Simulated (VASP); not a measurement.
**ZnSe (Stilleite): single point with r2SCAN**

ZnSe (Stilleite):

```
Zn Se
1.0
     0.00000    2.83242    2.83242
     2.90295    0.00000    2.83242
     2.90295    2.83242    0.00000
Zn Se
1 1
Direct
  0.00000 0.00000 0.00000
  0.25000 0.25000 0.25000
```

This cell differs from its parent crystal: uniaxial x strain +2.5%.

- Program: VASP 6.6.1
- Task: single point
- Functional: r2SCAN
- Potentials or basis: VASP PAW PBE potentials, release 64 (Zn, Se)
- Cutoff: 520 eV
- k mesh: 8 × 8 × 8
- Occupations: gaussian, width 0.01 eV
- Spin: no spin polarisation

```
Pressure               : -1.4 GPa
Band gap on the k mesh : 1.73 eV, direct
```

Stress tensor (GPa, compression positive):
```
-2.04  0.00  0.00
 0.00 -1.10  0.00
 0.00  0.00 -1.10
```

Levels at points of the mesh, in eV from the valence-band top:
```csv
k point,band 6,band 7,band 8,band 9,band 10,band 11,band 12,band 13
"(0.00, 0.00, 0.00)",-6.26,-0.10,0.00,0.00,1.73,6.29,6.29,6.31
"(0.50, 0.00, 0.00)",-6.11,-5.18,-0.95,-0.81,2.97,6.75,6.94,8.97
"(0.50, 0.50, 0.00)",-6.08,-4.67,-2.24,-2.20,3.32,3.76,11.36,11.71
"(0.00, 0.50, 0.50)",-6.11,-4.81,-2.09,-2.09,3.43,4.00,11.13,11.88
```

Wall time 2.8 min on 1 thread of Intel(R) Xeon(R) Platinum 8488C (Sapphire Rapids) (shared host), peak memory 0.2 GiB.

Caveat: the cell differs from its parent crystal (uniaxial x strain +2.5%); the PAW data sets were made with another functional, which shifts forces and pressure a little.
